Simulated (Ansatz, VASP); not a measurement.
BaF2: VASP beside Ansatz

The input INCAR:

```
PREC = Accurate
ENCUT = 600
EDIFF = 1E-6
ISMEAR = 0
SIGMA = 0.05
LREAL = F
LASPH = T
NELM = 120
ALGO = Normal
ISIF = 2
LWAVE = F
LCHARG = T
GGA = PS
LELF = T
LVHAR = T
NBANDS = 19
GGA_COMPAT = F
```

Contents of KPOINTS:

```
regular mesh
0
Gamma
  6 6 6
```

File POSCAR:

```
BaF2
1.0
    0.0000000000      3.1089566720      3.1089566720
    3.1089566720      0.0000000000      3.1089566720
    3.1089566720      3.1089566720      0.0000000000
Ba F
1 2
Direct
    0.0000000000      0.0000000000      0.0000000000
    0.2500000000      0.2500000000      0.2500000000
    0.7500000000      0.7500000000      0.7500000000
```

Input for Ansatz:

```yaml
crystal:
  lattice:
    - [0.0, 3.108956672, 3.108956672]
    - [3.108956672, 0.0, 3.108956672]
    - [3.108956672, 3.108956672, 0.0]
  atoms:
    - { symbol: Ba, position: [0.0, 0.0, 0.0] }
    - { symbol: F, position: [0.25, 0.25, 0.25] }
    - { symbol: F, position: [0.75, 0.75, 0.75] }
basis:
  ecutwfc: 420
  ecutrho_ratio: 4
kpoints:
  mp_grid: { grid: [6, 6, 6] }
hamiltonian:
  xc: pbesol
scf:
  occupations: { method: gaussian, width: 0.05 }
output:
  forces: true
  stress: true
  eigenvalues: true
```

Alike in both runs: task single point; functional PBEsol; k mesh 6 × 6 × 6; occupations gaussian, width 0.05 eV; no spin polarisation.

|  | VASP | Ansatz |
| --- | --- | --- |
| version | VASP 6.6.1 | Ansatz 0.2.0 |
| potentials or method | VASP PAW PBE potentials, release 64 (Ba_sv, F), cutoff 600 eV | scalar-relativistic, plane waves, PAW |
| valence electrons in the cell | 24 | 24 |

|  | VASP | Ansatz | Ansatz less VASP |
| --- | --- | --- | --- |
| gap on the k mesh at the Fermi level (eV) | 6.60 | 6.69 | +0.080 |
| least direct gap on the mesh (eV) | 6.67 | 6.76 | +0.091 |
| pressure (GPa) | -1.2 | -2.2 | -1.00 |

VASP's potentials were made for PBE, not for PBEsol.

Spin-orbit coupling is off throughout.
